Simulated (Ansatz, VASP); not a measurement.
**HgTe: VASP beside Ansatz**

File INCAR:

```
PREC = Accurate ; ENCUT = 500
EDIFF = 1E-6 ; ISMEAR = -1
SIGMA = 0.02 ; LREAL = False
LASPH = True ; NELM = 120
ALGO = Normal ; ISIF = 2
LWAVE = False ; LCHARG = False
GGA = PE ; NBANDS = 16
GGA_COMPAT = False
```

KPOINTS

```
regular mesh
0
Gamma
  6 6 6
```

Contents of POSCAR:

```
HgTe
1.0
    0.0000000000      3.2150000000      3.2150000000
    3.2150000000      0.0000000000      3.2150000000
    3.2150000000      3.2150000000      0.0000000000
Hg Te
1 1
Direct
    0.0000000000      0.0000000000      0.0000000000
    0.7500000000      0.7500000000      0.7500000000
```

Input for Ansatz:

```yaml
crystal:
  lattice:
    - [0.0, 3.215, 3.215]
    - [3.215, 0.0, 3.215]
    - [3.215, 3.215, 0.0]
  atoms:
    - { symbol: Hg, position: [0.0, 0.0, 0.0] }
    - { symbol: Te, position: [0.75, 0.75, 0.75] }
hamiltonian:
  xc: pbe
  pseudopotentials: { kind: paw }
basis:
  ecutwfc: 420
kpoints:
  mp_grid: { grid: [6, 6, 6] }
scf:
  occupations: { method: fermi_dirac, width: 0.02 }
  lower_state_search: "off"
output:
  forces: true
  stress: true
  write_density: true
  write_potential: true
  elf: true
  volumetric_format: npy
```

Alike in both runs: task single point; functional PBE; k mesh 6 × 6 × 6; occupations fermi-dirac, width 0.02 eV; no spin polarisation.

|  | VASP | Ansatz |
| --- | --- | --- |
| version | VASP 6.6.1 | Ansatz 0.2.0 |
| potentials or method | VASP PAW PBE potentials, release 64 (Hg, Te), cutoff 500 eV | PAW, plane waves, scalar-relativistic |
| valence electrons in the cell | 18 | 36 |

|  | VASP | Ansatz | Ansatz less VASP |
| --- | --- | --- | --- |
| pressure (GPa) | 4.7 | 4.6 | -0.08 |

VASP's potentials hold 18 valence electrons a cell and Ansatz's 36, so a difference there can come from the potentials and not from the codes.

Spin-orbit coupling is off throughout.
